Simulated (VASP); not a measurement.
MgS:

```xyz
2
Lattice="0.0669 2.8411 2.8411 2.8411 0.0669 2.8411 2.8411 2.8411 0.0669" Properties=species:S:1:pos:R:3 pbc="T T T"
Mg    0.0128    0.0128    0.0128
S     1.4245    1.4245    1.4245
```

This cell differs from its parent crystal: epitaxial 111 strain -2.0%.

Program: VASP 6.6.1. Alike in all runs: task single point; potentials or basis VASP PAW PBE potentials, release 64 (Mg, S); no spin polarisation; cell as given; cutoff (eV) 520.

Question: Order these runs on this cell by their band gap on the k mesh, lowest first.
A. level PBE; k mesh 8 × 8 × 8; smearing fermi-dirac 0.02 eV
B. level r2SCAN; k mesh 8 × 8 × 8; smearing gaussian 0.01 eV
C. level HSE06; k mesh 6 × 6 × 6; smearing gaussian 0.01 eV; grid for exact exchange (PRECFOCK) Normal; screening parameter 0.2079 1/Å

Answer: A (3.48 eV), B (4.16 eV), C (4.54 eV).

A k mesh can miss the band edges.
